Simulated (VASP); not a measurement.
Crystal: Ti2B3.

```
Ti B
1.0
     3.52791    0.00000    0.00000
    -1.76395    3.05526    0.00000
     0.00000    0.00000    4.37582
Ti B
2 3
Direct
  0.00000 0.00000 0.00000
  0.33333 0.66667 0.50000
  0.66667 0.33333 0.24227
  0.66667 0.33333 0.75773
  0.00000 0.00000 0.50000
```

The cell was built from a structure type or drawn by symmetry, and may not be a known phase.

- Program: VASP 6.6.1
- Task: relaxation of cell and atoms
- Functional: PBE
- Potentials or basis: VASP PAW PBE potentials, release 64 (Ti_sv, B)
- Cutoff: 600 eV
- k mesh: 6 × 6 × 4
- Occupations: gaussian, width 0.1 eV
- Spin: no spin polarisation

At the start: pressure 15.8 GPa; volume 9.43 Å³/atom.

Question: Where does the relaxation end?

Answer: Over 11 steps the energy falls by 117.6 meV/atom and the volume is 10.35 Å³/atom (+9.8 %); space group P-6m2 (No. 187, to 0.1 Å) before and after.

Step by step:
```tsv
step	energy change (eV)	largest force (eV/Å)	pressure (GPa)	volume (Å³)
1	0.0000	1.3294	15.77	47.17
2	-0.2440	1.3175	-9.74	53.79
3	-0.2792	1.3176	-4.13	51.91
4	-0.4683	1.0295	-3.16	51.90
5	-0.5526	0.2476	0.01	51.89
6	-0.5575	0.2487	-1.12	51.89
7	-0.5589	0.1143	-0.82	51.89
8	-0.5860	0.0954	1.38	51.43
9	-0.5860	0.0914	1.36	51.44
10	-0.5858	0.1096	-1.29	52.13
11	-0.5880	0.0091	0.04	51.77
```

Final structure:
```
CELL_PARAMETERS angstrom
3.63176 0.00000 0.00000
-1.81588 3.14519 0.00000
0.00000 0.00000 4.53228
ATOMIC_POSITIONS crystal
Ti 0.00000 0.00000 0.00000
Ti 0.33333 0.66667 0.50000
B 0.66667 0.33333 0.19299
B 0.66667 0.33333 0.80701
B 0.00000 0.00000 0.50000
```
